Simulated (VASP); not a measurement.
# Si2W (I4/mmm) in VASP: single point with PBE

Aim: the single point of Si2W with PBE.

Program: VASP 6.6.1. These are calculated values, not measurements. Logs are shortened: lines on timing, memory, paths and dates and some standing lists are left out, and cuts for length are marked.

## (1) The cell of the first run

Symmetry: I4/mmm, No. 139, tetragonal system. The conventional cell has a = 3.214 Å, b = 3.214 Å, c = 7.830 Å, α = 90.00°, β = 90.00°, γ = 90.00°. Within 3.4 Å of Si (site symmetry 4mm) lie 9 Si at 2.59 to 3.21 Å and 5 W at 2.62 Å. Within 3.4 Å of W (site symmetry 4/mmm) lie 10 Si at 2.62 Å and 4 W at 3.21 Å.

## (2) Single point, PBE

INCAR

```
SYSTEM = Si2W
PREC = Accurate ; ENCUT = 520
EDIFF = 1E-6 ; ISMEAR = 0
SIGMA = 0.05 ; LREAL = .False.
LASPH = .True. ; NELM = 80
ALGO = Normal ; ISIF = 2
LWAVE = .False. ; LCHARG = .True.
GGA = PE ; LELF = .True.
LVHAR = .True. ; NBANDS = 18
```

KPOINTS

```
Automatic mesh
0
Gamma
  18 18 18
  0 0 0
```

POSCAR

```
Si2W
1.0
   -1.6069000000      1.6069000000      3.9149500000
    1.6069000000     -1.6069000000      3.9149500000
    1.6069000000      1.6069000000     -3.9149500000
Si W
2 1
Direct
    0.3347000000      0.3347000000      0.0000000000
    0.6653000000      0.6653000000      0.0000000000
    0.0000000000      0.0000000000      0.0000000000
```

Potentials or basis: VASP PAW PBE potentials, release 64 (Si, W_sv).

Started as:

```sh
cat potpaw_PBE.64/Si/POTCAR potpaw_PBE.64/W_sv/POTCAR > POTCAR
mpirun -np 1 vasp_std > vasp.out
```

OUTCAR:

```text
SYSTEM = Si2W
   PREC = Accurate
   ENCUT = 520
   EDIFF = 1E-6
   ISMEAR = 0
   LREAL = .False.
   LASPH = .True.
   NELM = 80
   ISIF = 2
   GGA = PE

 ion  position               nearest neighbor table
   1  0.335  0.335  0.000-   2 2.59   3 2.62   3 2.62   3 2.62   3 2.62   3 2.62   2 2.63   2 2.63
                             2 2.63   2 2.63
   2  0.665  0.665  0.000-   1 2.59   3 2.62   3 2.62   3 2.62   3 2.62   3 2.62   1 2.63   1 2.63
                             1 2.63   1 2.63
   3  0.000  0.000  0.000-   2 2.62   2 2.62   2 2.62   1 2.62   2 2.62   1 2.62   1 2.62   1 2.62
                             1 2.62   2 2.62

  LATTYP: Found a body centered tetragonal cell.
 ALAT       =     3.2138000000
 C/A-ratio  =     2.4363370465

  Lattice vectors:

 A1 = (  -1.6069000000,   1.6069000000,   3.9149500000)
 A2 = (   1.6069000000,  -1.6069000000,   3.9149500000)
 A3 = (   1.6069000000,   1.6069000000,  -3.9149500000)

Analysis of symmetry for initial positions (statically):
=====================================================================
 Subroutine PRICEL returns:
 Original cell was already a primitive cell.

 Routine SETGRP: Setting up the symmetry group for a
 body centered tetragonal supercell.

 Subroutine GETGRP returns: Found 16 space group operations
 (whereof 16 operations were pure point group operations)
 out of a pool of 16 trial point group operations.

The static configuration has the point symmetry D_4h.

Analysis of symmetry for dynamics (positions and initial velocities):
=====================================================================
 Subroutine PRICEL returns:
 Original cell was already a primitive cell.

 Routine SETGRP: Setting up the symmetry group for a
 body centered tetragonal supercell.

 Subroutine GETGRP returns: Found 16 space group operations
 (whereof 16 operations were pure point group operations)
 out of a pool of 16 trial point group operations.

The dynamic configuration has the point symmetry D_4h.

 Subroutine INISYM returns: Found 16 space group operations
 (whereof 16 operations are pure point group operations),
 and found     1 'primitive' translations

----------------------------------------------------------------------------------------

                                     Primitive cell

  volume of cell :      40.4356

  direct lattice vectors                    reciprocal lattice vectors
    -1.606900000  1.606900000  3.914950000     0.000000000  0.311158131  0.127715552
     1.606900000 -1.606900000  3.914950000     0.311158131  0.000000000  0.127715552
     1.606900000  1.606900000 -3.914950000     0.311158131  0.311158131  0.000000000

  length of vectors
     4.526708376  4.526708376  4.526708376     0.336348992  0.336348992  0.440044048

  position of ions in fractional coordinates (direct lattice)
     0.334700000  0.334700000  0.000000000
     0.665300000  0.665300000  0.000000000
     0.000000000  0.000000000  0.000000000

  ion indices of the primitive-cell ions
   primitive index   ion index
                 1           1
                 2           2
                 3           3

----------------------------------------------------------------------------------------

 KPOINTS: Automatic mesh

Automatic generation of k-mesh.
 Grid dimensions read from file:
 generate k-points for:   18   18   18

 Generating k-lattice:

  Cartesian coordinates                     Fractional coordinates (reciprocal lattice)
     0.000000000  0.017286563  0.007095308     0.055555556  0.000000000  0.000000000
     0.017286563  0.000000000  0.007095308     0.000000000  0.055555556  0.000000000
     0.017286563  0.017286563  0.000000000     0.000000000  0.000000000  0.055555556

  Length of vectors
     0.018686055  0.018686055  0.024446892

  Shift w.r.t. Gamma in fractional coordinates (k-lattice)
     0.000000000  0.000000000  0.000000000

 Subroutine IBZKPT returns following result:
 ===========================================

 Found    480 irreducible k-points:

 Following reciprocal coordinates:
            Coordinates               Weight
  0.000000  0.000000  0.000000      1.000000
  0.055556 -0.000000  0.000000      8.000000
  0.111111 -0.000000  0.000000      8.000000
  0.166667  0.000000  0.000000      8.000000
  0.222222  0.000000 -0.000000      8.000000
  0.277778  0.000000  0.000000      8.000000
[... 16 lines left out ...]
 -0.277778  0.055556  0.000000     16.000000
 -0.222222  0.055556  0.000000     16.000000
 [... further k-points ...]
   k-points           NKPTS =    480   k-points in BZ     NKDIM =    480   number of bands    NBANDS=     18
   number of dos      NEDOS =    301   number of ions     NIONS =      3
   total plane-waves  NPLWV =  46656
   dimension x,y,z NGX =    36 NGY =   36 NGZ =   36
   dimension x,y,z NGXF=    72 NGYF=   72 NGZF=   72
   ions per type =               2   1
   NGX,Y,Z   is equivalent  to a cutoff of  13.22, 13.22, 13.22 a.u.
   NGXF,Y,Z  is equivalent  to a cutoff of  26.44, 26.44, 26.44 a.u.
 SYSTEM =  Si2W
   PREC   = accura    normal or accurate (medium, high low for compatibility)
   ISTART =      0    job   : 0-new  1-cont  2-samecut
   ICHARG =      2    charge: 1-file 2-atom 10-const
   ISPIN  =      1    spin polarized calculation?
   LNONCOLLINEAR =      F non collinear calculations
   LSORBIT =      F    spin-orbit coupling
   LASPH  =      T    aspherical Exc in radial PAW
   ENCUT  =  520.0 eV  38.22 Ry    6.18 a.u.   8.42  8.42  8.42*2*pi/ulx,y,z
   NELM   =     80;   NELMIN=  2; NELMDL= -5     # of ELM steps
   EDIFF  = 0.1E-05   stopping-criterion for ELM
   LREAL  =      F    real-space projection
   EDIFFG = 0.1E-04   stopping-criterion for IOM
   NSW    =      0    number of steps for IOM
   IBRION =     -1    ionic relax: 0-MD 1-quasi-New 2-CG
   NFREE  =      0    steps in history (QN), initial steepest desc. (CG)
   ISIF   =      2    stress and relaxation
   ISYM   =      2    0-nonsym 1-usesym 2-fastsym
   POTIM  = 0.5000    time-step for ionic-motion
   TEBEG  =    0.0;   TEEND  =   0.0 temperature during run
   PSTRESS=    0.0 pullay stress
   NELECT =      22.0000    total number of electrons
   NUPDOWN=      -1.0000    fix difference up-down
   EMIN   =  10.00;   EMAX   =-10.00  energy-range for DOS
   EFERMI =   0.00;   METHOD = LEGACY
   ISMEAR =     0;   SIGMA  =   0.05  broadening in eV -4-tet -1-fermi 0-gaus
   EFERMI_NEDOS =   21; number of points for ismear=-14 and -15
   IALGO  =     38    algorithm
   IMIX   =      4    mixing-type and parameters
     AMIX     =   0.40;   BMIX     =  1.00
     AMIX_MAG =   1.60;   BMIX_MAG =  1.00
  volume/ion in A,a.u.               =      13.48        90.96
  Fermi-wavevector in a.u.,A,eV,Ry     =   1.336476  2.525573 24.302284  1.786167
  Thomas-Fermi vector in A             =   2.465099
   LORBIT       =      0    0 simple, 1 ext, 2 COOP (PROOUT), +10 PAW based schemes
   GGA     = PE    functional components
   LHFCALC =     F    Hartree Fock is set to
   AEXX    =    0.0000 exact exchange contribution
   IVDW    =     0    specifies the selected vdW correction
   LEPSILON=     F    determine dielectric tensor
   LRPA    =     F    only Hartree local field effects (RPA)
 non-spin polarized calculation
 Gauss-broadening in eV      SIGMA  =   0.05
  energy-cutoff  :      520.00
  volume of cell :       40.44
 maximum number of plane-waves:      1118
 NGX is ok and might be reduce to    36
   NGX = 17   NGY = 17   NGZ = 17

 number of electron      21.9999999 magnetization

 Free energy of the ion-electron system (eV)
  ---------------------------------------------------
  ext. energy  EPLUGINS =         0.00000000
  ---------------------------------------------------
  free energy    TOTEN  =       -24.80901963 eV

  energy without entropy =      -24.80884555  energy(sigma->0) =      -24.80893259

 E-fermi :  11.9730     XC(G=0): -12.5285

 val. band max:       11.9435281121   @ k =  -0.3889   0.5000   0.3333
 cond. band min:      12.0048890383   @ k =  -0.3889  -0.4444   0.3889
 fundamental gap:      0.0613609261
 Fermi energy:        11.9729853547

 k-point     1 :       0.0000    0.0000    0.0000
  band No.  band energies     occupation
      1     -61.8906      2.00000
      2     -26.1504      2.00000
      3     -26.1323      2.00000
      4     -26.1323      2.00000
      5      -2.1179      2.00000
      6       5.1054      2.00000
[... 10 lines left out ...]
     17      17.6588      0.00000
     18      17.6588      0.00000

 k-point     2 :       0.0556   -0.0000    0.0000
  band No.  band energies     occupation
      1     -61.8903      2.00000
      2     -26.1499      2.00000
      3     -26.1389      2.00000
      4     -26.1317      2.00000
      5      -2.0588      2.00000
      6       5.1105      2.00000
[... 10 lines left out ...]
     17      17.6618      0.00000
     18      17.8842      0.00000

 k-point     3 :       0.1111   -0.0000    0.0000
  band No.  band energies     occupation
      1     -61.8897      2.00000
      2     -26.1581      2.00000
      3     -26.1485      2.00000
      4     -26.1299      2.00000
      5      -1.8828      2.00000
      6       5.1162      2.00000
[... 10 lines left out ...]
     17      17.7137      0.00000
     18      18.4345      0.00000

 k-point     4 :       0.1667    0.0000    0.0000
  band No.  band energies     occupation
      1     -61.8887      2.00000
      2     -26.1873      2.00000
      3     -26.1463      2.00000
      4     -26.1273      2.00000
      5      -1.5937      2.00000
      6       5.0880      2.00000
[... 375 lines left out ...]
      4     -26.1236      2.00000
      5      -0.1630      2.00000
      6       4.2587      2.00000
[... 10 lines left out ...]
     17      19.2735      0.00000
     18      20.1933      0.00000

 k-point    23 :      -0.2778    0.0556    0.0000
  band No.  band energies     occupation
      1     -61.8859      2.00000
      2     -26.2597      2.00000
      3     -26.1394      2.00000
      4     -26.1269      2.00000
      5      -0.7308      2.00000
      6       4.8435      2.00000
[... 10 lines left out ...]
     17      18.9620      0.00000
     18      20.0463      0.00000

 k-point    24 :      -0.2222    0.0556    0.0000
  band No.  band energies     occupation
      1     -61.8872      2.00000
      2     -26.2221      2.00000
      3     -26.1423      2.00000
      4     -26.1305      2.00000
      5      -1.2093      2.00000
      6       5.2266      2.00000
[... 10 lines left out ...]
     17      18.2609      0.00000
     18      20.1656      0.00000

 [... further k-points ...]
[... 5 lines left out ...]
  --------------------------------------------------------------------------------------
  -------------------------------------------------------------------------------------
  Total        0.8130669      0.8130669      0.9069649      0.0000000     -0.0000000      0.0000000
  in kB       32.2160998     32.2160998     35.9366139      0.0000000     -0.0000000      0.0000000
  external PRESSURE =      33.4562711 kB  Pullay stress =       0.0000000 kB

 VOLUME and BASIS-vectors are now :
 -----------------------------------------------------------------------------
  energy-cutoff  :      520.00
  volume of cell :       40.44
      direct lattice vectors                 reciprocal lattice vectors
    -1.606900000  1.606900000  3.914950000     0.000000000  0.311158131  0.127715552
     1.606900000 -1.606900000  3.914950000     0.311158131  0.000000000  0.127715552
     1.606900000  1.606900000 -3.914950000     0.311158131  0.311158131  0.000000000

 POSITION                                       TOTAL-FORCE (eV/Angst)
 -----------------------------------------------------------------------------------
      0.00000      0.00000      2.62067        -0.000000     -0.000000     -0.063434
      0.00000      0.00000      5.20923         0.000000      0.000000      0.063434
      0.00000      0.00000      0.00000         0.000000      0.000000     -0.000000
 -----------------------------------------------------------------------------------
    total drift:                               -0.000000     -0.000000      0.000000

  FREE ENERGIE OF THE ION-ELECTRON SYSTEM (eV)
  ---------------------------------------------------
  free  energy   TOTEN  =       -24.8090196319 eV

  energy  without entropy=      -24.8088455504  energy(sigma->0) =      -24.80893259
```

It took 8.4 min on 1 thread of Oxide Virtual Turin-like, shared host; peak memory 0.43 GiB.

What came out:

| Quantity | Value |
| --- | --- |
| Free energy | -24.8090 eV |
| Pressure | 3.3 GPa |
| Largest force | 0.063 eV/Å |
| Band gap on the k mesh | zero (band 11 reaches 12.70 eV, above the bottom of band 12 at 11.43 eV) |

Forces on the atoms (eV/Å):
```
Si   0.000  0.000 -0.063
Si   0.000  0.000  0.063
W    0.000  0.000  0.000
```

Caveat: spin-orbit coupling is left out, which moves the levels of the heavy elements.
